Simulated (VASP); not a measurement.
# Mg3Cd2Te3 (P4/mmm) in VASP: further runs

Runs on Mg3Cd2Te3. Level: PBE. Tasks: relaxation of cell and atoms.

Program: VASP 6.6.1. These are calculated values, not measurements. Logs are shortened: lines on timing, memory, paths and dates and some standing lists are left out, and cuts for length are marked.

**1. The cell of the first run**

It takes space group P4/mmm (No. 123, tetragonal). The conventional cell has a = 5.739 Å, b = 5.739 Å, c = 6.278 Å, α = 90.00°, β = 90.00°, γ = 90.00°. Mg (site symmetry mmm) has 2 Mg at 2.87 Å and 2 Te at 2.87 Å and 2 Cd at 3.14 Å within 3.8 Å. Within 3.8 Å of Mg (site symmetry 4/mmm) lie 4 Mg at 2.87 Å and 2 Te at 3.14 Å. Within 3.8 Å of Cd (site symmetry mmm) lie 4 Te at 2.87 Å and 2 Mg at 3.14 Å. Within 3.8 Å of Te (site symmetry 4/mmm) lie 4 Cd at 2.87 Å and 2 Mg at 3.14 Å. Te (site symmetry 4/mmm) has 4 Cd at 2.87 Å and 2 Te at 3.14 Å within 3.8 Å. Within 3.8 Å of Te (site symmetry 4/mmm) lie 4 Mg at 2.87 Å and 2 Te at 3.14 Å.

The cell was generated, and may not be a known phase.

**2. Relaxation of cell and atoms, PBE**

The input, INCAR:

```
SYSTEM = Mg3Cd2Te3
PREC = Accurate
ENCUT = 600
EDIFF = 1E-6
ISMEAR = 0
SIGMA = 0.2
LREAL = .FALSE.
LASPH = .TRUE.
NELM = 80
ALGO = Normal
ISIF = 3
LWAVE = .FALSE.
LCHARG = .FALSE.
GGA = PE
IBRION = 2
NSW = 36
EDIFFG = -0.08
```

The input, KPOINTS:

```
Automatic mesh
0
G
  3 3 3
  0 0 0
```

The input, POSCAR:

```
Mg3Cd2Te3
1.0
    5.7391972400      0.0000000000      0.0000000000
    0.0000000000      5.7391972400      0.0000000000
    0.0000000000      0.0000000000      6.2775093600
Mg Cd Te
3 2 3
Direct
    0.0000000000      0.5000000000      0.5000000000
    0.5000000000      0.0000000000      0.5000000000
    0.0000000000      0.0000000000      0.5000000000
    0.0000000000      0.5000000000      0.0000000000
    0.5000000000      0.0000000000      0.0000000000
    0.0000000000      0.0000000000      0.0000000000
    0.5000000000      0.5000000000      0.0000000000
    0.5000000000      0.5000000000      0.5000000000
```

Potentials or basis: VASP PAW PBE potentials, release 64 (Mg, Cd, Te).

Run with:

```sh
cat potpaw_PBE.64/Mg/POTCAR potpaw_PBE.64/Cd/POTCAR potpaw_PBE.64/Te/POTCAR > POTCAR
mpirun -np 1 vasp_std > vasp.out
```

OUTCAR:

```text
SYSTEM = Mg3Cd2Te3
   PREC = Accurate
   ENCUT = 600
   EDIFF = 1E-6
   ISMEAR = 0
   LREAL = .FALSE.
   LASPH = .TRUE.
   NELM = 80
   ISIF = 3
   GGA = PE
   IBRION = 2
   NSW = 36
   EDIFFG = -0.08

 ion  position               nearest neighbor table
   1  0.000  0.500  0.500-   3 2.87   8 2.87   3 2.87   8 2.87   4 3.14   4 3.14
   2  0.500  0.000  0.500-   3 2.87   8 2.87   8 2.87   3 2.87   5 3.14   5 3.14
   3  0.000  0.000  0.500-   1 2.87   2 2.87   1 2.87   2 2.87   6 3.14   6 3.14
   4  0.000  0.500  0.000-   6 2.87   7 2.87   6 2.87   7 2.87   1 3.14   1 3.14
   5  0.500  0.000  0.000-   6 2.87   7 2.87   7 2.87   6 2.87   2 3.14   2 3.14
   6  0.000  0.000  0.000-   4 2.87   5 2.87   4 2.87   5 2.87   3 3.14   3 3.14
   7  0.500  0.500  0.000-   4 2.87   5 2.87   5 2.87   4 2.87   8 3.14   8 3.14
   8  0.500  0.500  0.500-   1 2.87   2 2.87   2 2.87   1 2.87   7 3.14   7 3.14

  LATTYP: Found a simple tetragonal cell.
 ALAT       =     5.7391972400
 C/A-ratio  =     1.0937957170

  Lattice vectors:

 A1 = (   5.7391972400,   0.0000000000,   0.0000000000)
 A2 = (   0.0000000000,   5.7391972400,   0.0000000000)
 A3 = (   0.0000000000,   0.0000000000,   6.2775093600)

Analysis of symmetry for initial positions (statically):
=====================================================================
 Subroutine PRICEL returns:
 Original cell was already a primitive cell.

 Routine SETGRP: Setting up the symmetry group for a
 simple tetragonal supercell.

 Subroutine GETGRP returns: Found 16 space group operations
 (whereof 16 operations were pure point group operations)
 out of a pool of 16 trial point group operations.

The static configuration has the point symmetry D_4h.

Analysis of symmetry for dynamics (positions and initial velocities):
=====================================================================
 Subroutine PRICEL returns:
 Original cell was already a primitive cell.

 Routine SETGRP: Setting up the symmetry group for a
 simple tetragonal supercell.

 Subroutine GETGRP returns: Found 16 space group operations
 (whereof 16 operations were pure point group operations)
 out of a pool of 16 trial point group operations.

The dynamic configuration has the point symmetry D_4h.

 Subroutine INISYM returns: Found 16 space group operations
 (whereof 16 operations are pure point group operations),
 and found     1 'primitive' translations

----------------------------------------------------------------------------------------

                                     Primitive cell

  volume of cell :     206.7710

  direct lattice vectors                    reciprocal lattice vectors
     5.739197240  0.000000000  0.000000000     0.174240396  0.000000000  0.000000000
     0.000000000  5.739197240  0.000000000     0.000000000  0.174240396  0.000000000
     0.000000000  0.000000000  6.277509360     0.000000000  0.000000000  0.159298847

  length of vectors
     5.739197240  5.739197240  6.277509360     0.174240396  0.174240396  0.159298847

  position of ions in fractional coordinates (direct lattice)
     0.000000000  0.500000000  0.500000000
     0.500000000  0.000000000  0.500000000
     0.000000000  0.000000000  0.500000000
     0.000000000  0.500000000  0.000000000
     0.500000000  0.000000000  0.000000000
     0.000000000  0.000000000  0.000000000
     0.500000000  0.500000000  0.000000000
     0.500000000  0.500000000  0.500000000

  ion indices of the primitive-cell ions
   primitive index   ion index
                 1           1
                 2           2
                 3           3
                 4           4
                 5           5
                 6           6
[... 71 lines left out ...]
   EFERMI_NEDOS =   21; number of points for ismear=-14 and -15
   IALGO  =     38    algorithm
   IMIX   =      4    mixing-type and parameters
     AMIX     =   0.40;   BMIX     =  1.00
     AMIX_MAG =   1.60;   BMIX_MAG =  1.00
  volume/ion in A,a.u.               =      25.85       174.42
  Fermi-wavevector in a.u.,A,eV,Ry     =   1.006141  1.901330 13.773436  1.012319
  Thomas-Fermi vector in A             =   2.138864
   LORBIT       =      0    0 simple, 1 ext, 2 COOP (PROOUT), +10 PAW based schemes
   GGA     = PE    functional components
   LHFCALC =     F    Hartree Fock is set to
   AEXX    =    0.0000 exact exchange contribution
   IVDW    =     0    specifies the selected vdW correction
   LEPSILON=     F    determine dielectric tensor
   LRPA    =     F    only Hartree local field effects (RPA)
 conjugate gradient relaxation of ions
 non-spin polarized calculation
 Gauss-broadening in eV      SIGMA  =   0.20
  energy-cutoff  :      600.00
  volume of cell :      206.77
 maximum number of plane-waves:      6949
 NGX is ok and might be reduce to    48
   NGX = 23   NGY = 23   NGZ = 25

--------------------------------------- Ionic step        1  -------------------------------------------

 number of electron      47.9999994 magnetization

 Free energy of the ion-electron system (eV)
  ---------------------------------------------------
  ext. energy  EPLUGINS =         0.00000000
  ---------------------------------------------------
  free energy    TOTEN  =       -14.24768862 eV

  energy without entropy =      -14.07629563  energy(sigma->0) =      -14.16199213

------------------------ aborting loop because EDIFF is reached ----------------------------------------

  FORCE on cell =-STRESS in cart. coord.  units (eV):
  Direction    XX          YY          ZZ          XY          YZ          ZX
  --------------------------------------------------------------------------------------
  -------------------------------------------------------------------------------------
  Total       11.2439365     11.2439365      5.4072775      0.0000000      0.0000000     -0.0000000
  in kB       87.1242989     87.1242989     41.8986059      0.0000000      0.0000000     -0.0000000
  external PRESSURE =      72.0490679 kB  Pullay stress =       0.0000000 kB

 VOLUME and BASIS-vectors are now :
 -----------------------------------------------------------------------------
  energy-cutoff  :      600.00
  volume of cell :      206.77
      direct lattice vectors                 reciprocal lattice vectors
     5.739197240  0.000000000  0.000000000     0.174240396  0.000000000  0.000000000
     0.000000000  5.739197240  0.000000000     0.000000000  0.174240396  0.000000000
     0.000000000  0.000000000  6.277509360     0.000000000  0.000000000  0.159298847

 POSITION                                       TOTAL-FORCE (eV/Angst)
 -----------------------------------------------------------------------------------
      0.00000      2.86960      3.13875         0.000000      0.000000      0.000000
      2.86960      0.00000      3.13875         0.000000      0.000000      0.000000
      0.00000      0.00000      3.13875         0.000000      0.000000      0.000000
      0.00000      2.86960      0.00000         0.000000      0.000000      0.000000
      2.86960      0.00000      0.00000         0.000000      0.000000      0.000000
      0.00000      0.00000      0.00000         0.000000      0.000000      0.000000
      2.86960      2.86960      0.00000         0.000000      0.000000      0.000000
      2.86960      2.86960      3.13875         0.000000      0.000000      0.000000
 -----------------------------------------------------------------------------------
    total drift:                                0.000000      0.000000      0.000000

  FREE ENERGIE OF THE ION-ELECTRON SYSTEM (eV)
  ---------------------------------------------------
  free  energy   TOTEN  =       -14.2476886217 eV

  energy  without entropy=      -14.0762956323  energy(sigma->0) =      -14.16199213

--------------------------------------- Ionic step        2  -------------------------------------------

 number of electron      47.9999982 magnetization

 Free energy of the ion-electron system (eV)
  ---------------------------------------------------
  ext. energy  EPLUGINS =         0.00000000
  ---------------------------------------------------
  free energy    TOTEN  =       -14.97205172 eV

  energy without entropy =      -14.77963074  energy(sigma->0) =      -14.87584123

 E-fermi :   3.3760     XC(G=0):  -8.7374

 val. band max:        3.3725603138   @ k =   0.3333   0.3333   0.3333
 cond. band min:       3.3820979348   @ k =   0.3333   0.3333   0.0000
 fundamental gap:      0.0095376210
 Fermi energy:         3.3760071842

 k-point     1 :       0.0000    0.0000    0.0000
  band No.  band energies     occupation
      1      -8.6427      2.00000
      2      -7.8465      2.00000
      3      -7.0265      2.00000
      4      -5.3559      2.00000
      5      -5.2940      2.00000
      6      -5.2921      2.00000
[... 181 lines left out ...]
     28       5.6071      0.00000
     29       5.6098      0.00000

------------------------ aborting loop because EDIFF is reached ----------------------------------------

  FORCE on cell =-STRESS in cart. coord.  units (eV):
  Direction    XX          YY          ZZ          XY          YZ          ZX
  --------------------------------------------------------------------------------------
  -------------------------------------------------------------------------------------
  Total       -0.2426706     -0.2426706     -0.2661219      0.0000000      0.0000000      0.0000000
  in kB       -1.5970524     -1.5970524     -1.7513890      0.0000000      0.0000000      0.0000000
  external PRESSURE =      -1.6484980 kB  Pullay stress =       0.0000000 kB

 VOLUME and BASIS-vectors are now :
 -----------------------------------------------------------------------------
  energy-cutoff  :      600.00
  volume of cell :      243.45
      direct lattice vectors                 reciprocal lattice vectors
     6.128341600  0.000000000 -0.000000000     0.163176282  0.000000000  0.000000000
     0.000000000  6.128341600  0.000000000     0.000000000  0.163176282  0.000000000
    -0.000000000  0.000000000  6.482204360     0.000000000  0.000000000  0.154268509

 POSITION                                       TOTAL-FORCE (eV/Angst)
 -----------------------------------------------------------------------------------
     -0.00000      3.06417      3.24110         0.000000      0.000000      0.000000
      3.06417      0.00000      3.24110         0.000000      0.000000      0.000000
     -0.00000      0.00000      3.24110         0.000000      0.000000      0.000000
      0.00000      3.06417      0.00000        -0.000000      0.000000      0.000000
      3.06417      0.00000     -0.00000         0.000000      0.000000      0.000000
      0.00000      0.00000      0.00000         0.000000      0.000000      0.000000
      3.06417      3.06417     -0.00000        -0.000000      0.000000      0.000000
      3.06417      3.06417      3.24110        -0.000000      0.000000      0.000000
 -----------------------------------------------------------------------------------
    total drift:                                0.000000      0.000000      0.000000

  FREE ENERGIE OF THE ION-ELECTRON SYSTEM (eV)
  ---------------------------------------------------
  free  energy   TOTEN  =       -14.9720517228 eV

  energy  without entropy=      -14.7796307434  energy(sigma->0) =      -14.87584123

 reached required accuracy - stopping structural energy minimisation
```

Wall time 45 s (1 thread of Intel Xeon 6975P-C (Granite Rapids), shared host); peak memory 0.37 GiB.

What came out:

* Free energy: -14.9721 eV
* Relaxed volume: 30.43 Å³/atom
* Relaxed cell: a = 6.128 Å, b = 6.128 Å, c = 6.482 Å, α = 90.00°, β = 90.00°, γ = 90.00°
* Space group after relaxing (to 0.1 Å): P4/mmm (No. 123)
* Energy gained by relaxing: 90.5 meV/atom
* Ionic steps: 2
* Pressure after relaxing: -0.2 GPa
* Band gap on the k mesh: zero (bands 24 and 25 overlap by 0.83 eV)

The path:
```
step  energy change (eV)  largest force (eV/Å)  pressure (GPa)  volume (Å³)
   1              0.0000                0.0000            7.20       206.77
   2             -0.7244                0.0000           -0.16       243.45
```

Final structure:
```
CELL_PARAMETERS angstrom
6.12834 0.00000 0.00000
0.00000 6.12834 0.00000
0.00000 0.00000 6.48220
ATOMIC_POSITIONS crystal
Mg 0.00000 0.50000 0.50000
Mg 0.50000 0.00000 0.50000
Mg 0.00000 0.00000 0.50000
Cd 0.00000 0.50000 0.00000
Cd 0.50000 0.00000 0.00000
Te 0.00000 0.00000 0.00000
Te 0.50000 0.50000 0.00000
Te 0.50000 0.50000 0.50000
```

Levels at points of the mesh, in eV from the Fermi level:
| k point | band 22 | band 23 | band 24 | band 25 | band 26 | band 27 |
| --- | --- | --- | --- | --- | --- | --- |
| (0.00, 0.00, 0.00) | -1.77 | -1.77 | -1.13 | 0.65 | 1.11 | 1.48 |

Caveat: the k points lie up to 0.34 Å⁻¹ apart in the final cell, too coarse for converged energies and pressures of a metal; the volume moved by over 15 % at a fixed basis, so the end points are rough; spin-orbit coupling is left out, which moves the levels of the heavy elements.

**3. Relaxation of cell and atoms, PBE**

This run uses another cell than the first one, of 26.39 Å³/atom.

Edit INCAR of step 2 so:

```diff
@@ -3,3 +3,3 @@
 ENCUT = 600
-EDIFF = 1E-6
+EDIFF = 1E-7
 ISMEAR = 0
@@ -8,4 +8,4 @@
 LASPH = .TRUE.
-NELM = 80
-ALGO = Normal
+NELM = 60
+ALGO = Fast
 ISIF = 3
```

The input, KPOINTS:

```
regular mesh
0
G
  3 3 3
  0 0 0
```

The input, POSCAR:

```
Mg3Cd2Te3
1.0
    5.5642813400      0.0000000000      0.0000000000
    0.0000000000      5.5642813400      0.0000000000
    0.0000000000      0.0000000000      6.8181342200
Mg Cd Te
3 2 3
Direct
    0.0000000000      0.0000000000      0.0000000000
    0.5000000000      0.5000000000      0.2478420900
    0.5000000000      0.5000000000      0.7521579100
    0.0000000000      0.0000000000      0.3092783300
    0.0000000000      0.0000000000      0.6907216700
    0.5000000000      0.0000000000      0.0000000000
    0.0000000000      0.5000000000      0.0000000000
    0.5000000000      0.5000000000      0.5000000000
```

Potentials or basis: VASP PAW PBE potentials, release 64 (Mg, Cd, Te).

Run with:

```sh
cat potpaw_PBE.64/Mg/POTCAR potpaw_PBE.64/Cd/POTCAR potpaw_PBE.64/Te/POTCAR > POTCAR
mpirun -np 1 vasp_std > vasp.out
```

OUTCAR:

```text
SYSTEM = Mg3Cd2Te3
   PREC = Accurate
   ENCUT = 600
   EDIFF = 1E-7
   ISMEAR = 0
   LREAL = .FALSE.
   LASPH = .TRUE.
   NELM = 60
   ISIF = 3
   GGA = PE
   IBRION = 2
   NSW = 36
   EDIFFG = -0.08

 ion  position               nearest neighbor table
   1  0.000  0.000  0.000-   4 2.11   5 2.11   6 2.78   7 2.78   7 2.78   6 2.78
   2  0.500  0.500  0.248-   8 1.72   7 3.26   6 3.26   6 3.26   7 3.26   3 3.38   3 3.44
   3  0.500  0.500  0.752-   8 1.72   7 3.26   6 3.26   6 3.26   7 3.26   2 3.38   2 3.44
   4  0.000  0.000  0.309-   1 2.11   5 2.60   6 3.49   7 3.49   7 3.49   6 3.49
   5  0.000  0.000  0.691-   1 2.11   4 2.60   6 3.49   7 3.49   7 3.49   6 3.49
   6  0.500  0.000  0.000-   1 2.78   1 2.78   3 3.26   2 3.26   3 3.26   2 3.26   5 3.49   4 3.49
                             4 3.49   5 3.49
   7  0.000  0.500  0.000-   1 2.78   1 2.78   3 3.26   2 3.26   2 3.26   3 3.26   4 3.49   5 3.49
                             5 3.49   4 3.49
   8  0.500  0.500  0.500-   2 1.72   3 1.72

 -----------------------------------------------------------------------------
|                                                                             |
[... 522 lines left out ...]
------------------------ aborting loop because EDIFF is reached ----------------------------------------
[... 79 lines left out ...]
--------------------------------------- Ionic step       15  -------------------------------------------

 number of electron      48.0000015 magnetization

 Free energy of the ion-electron system (eV)
  ---------------------------------------------------
  ext. energy  EPLUGINS =         0.00000000
  ---------------------------------------------------
  free energy    TOTEN  =       -17.39615231 eV

  energy without entropy =      -17.37106808  energy(sigma->0) =      -17.38361020

 E-fermi :   2.1663     XC(G=0):  -8.2090

 val. band max:        2.1496050178   @ k =   0.3333   0.0000   0.0000
 cond. band min:       2.3979655831   @ k =   0.0000   0.0000   0.0000
 fundamental gap:      0.2483605653
 Fermi energy:         2.1662653065

 k-point     1 :       0.0000    0.0000    0.0000
  band No.  band energies     occupation
      1      -9.3186      2.00000
      2      -7.9927      2.00000
      3      -7.6545      2.00000
      4      -6.3873      2.00000
      5      -5.9778      2.00000
      6      -5.9778      2.00000
[... 216 lines left out ...]
  FREE ENERGIE OF THE ION-ELECTRON SYSTEM (eV)
  ---------------------------------------------------
  free  energy   TOTEN  =       -17.3961523128 eV

  energy  without entropy=      -17.3710680832  energy(sigma->0) =      -17.38361020

 reached required accuracy - stopping structural energy minimisation
```

CONTCAR:

```text
Mg3Cd2Te3
   1.00000000000000
     5.6049968403288455    0.0000000000000000    0.0000000000000000
     0.0000000000000000    5.6049968403288455    0.0000000000000000
     0.0000000000000000    0.0000000000000000    8.4323617863598610
  Mg              Cd              Te
     3     2     3
Direct
     0.0000000000000000    0.0000000000000000    0.0000000000000000
     0.5000000000000000    0.5000000000000000    0.1806091358121408
     0.5000000000000000    0.5000000000000000    0.8193908641878593
     0.0000000000000000    0.0000000000000000    0.3366145715694377
     0.0000000000000000    0.0000000000000000    0.6633854284305624
     0.5000000000000000    0.0000000000000000    0.0000000000000000
     0.0000000000000000    0.5000000000000000    0.0000000000000000
     0.5000000000000000    0.5000000000000000    0.5000000000000000

  0.00000000E+00  0.00000000E+00  0.00000000E+00
  0.00000000E+00  0.00000000E+00  0.00000000E+00
  0.00000000E+00  0.00000000E+00  0.00000000E+00
  0.00000000E+00  0.00000000E+00  0.00000000E+00
  0.00000000E+00  0.00000000E+00  0.00000000E+00
  0.00000000E+00  0.00000000E+00  0.00000000E+00
  0.00000000E+00  0.00000000E+00  0.00000000E+00
  0.00000000E+00  0.00000000E+00  0.00000000E+00
```

It took 6.7 min on 1 thread of Intel Xeon 6975P-C (Granite Rapids), shared host; peak memory 0.4 GiB.

Results:

```
Free energy                           : -17.3962 eV
Relaxed volume                        : 33.11 Å³/atom
Relaxed cell                          : a = 5.605 Å, b = 5.605 Å, c = 8.432 Å, α = 90.00°, β = 90.00°, γ = 90.00°
Space group after relaxing (to 0.1 Å) : P4/mmm (No. 123)
Pressure after relaxing               : 0.0 GPa
Largest force after relaxing          : 0.006 eV/Å
Band gap on the k mesh                : zero (bands 24 and 25 overlap by 0.21 eV)
```

Forces on the atoms (eV/Å):
```
Mg   0.000  0.000  0.000
Mg   0.000  0.000 -0.006
Mg   0.000  0.000  0.006
Cd   0.000  0.000  0.005
Cd   0.000  0.000 -0.005
Te   0.000  0.000  0.000
Te   0.000  0.000  0.000
Te   0.000  0.000  0.000
```

Stress tensor (GPa, compression positive):
```
-0.07  0.00  0.00
 0.00 -0.07  0.00
 0.00  0.00  0.08
```

Final structure:
```
Mg Cd Te
1.0
     5.60500    0.00000    0.00000
     0.00000    5.60500    0.00000
     0.00000    0.00000    8.43236
Mg Cd Te
3 2 3
Direct
  0.00000 0.00000 0.00000
  0.50000 0.50000 0.18061
  0.50000 0.50000 0.81939
  0.00000 0.00000 0.33661
  0.00000 0.00000 0.66339
  0.50000 0.00000 0.00000
  0.00000 0.50000 0.00000
  0.50000 0.50000 0.50000
```

Levels at points of the mesh, in eV from the Fermi level:
```csv
k point,band 20,band 21,band 22,band 23,band 24,band 25,band 26,band 27,band 28,band 29
"(0.00, 0.00, 0.00)",-1.24,-1.24,-1.16,-0.77,-0.77,0.23,0.28,2.06,2.06,3.72
```

Caveat: the k points lie up to 0.37 Å⁻¹ apart in the final cell; the volume moved by over 15 % at a fixed basis, so the end points are rough; semilocal functionals underestimate gaps, and a narrow one can read as zero; spin-orbit coupling is left out, which moves the levels of the heavy elements.

The gap in the log of VASP goes by the Fermi energy; the results here count the filled bands.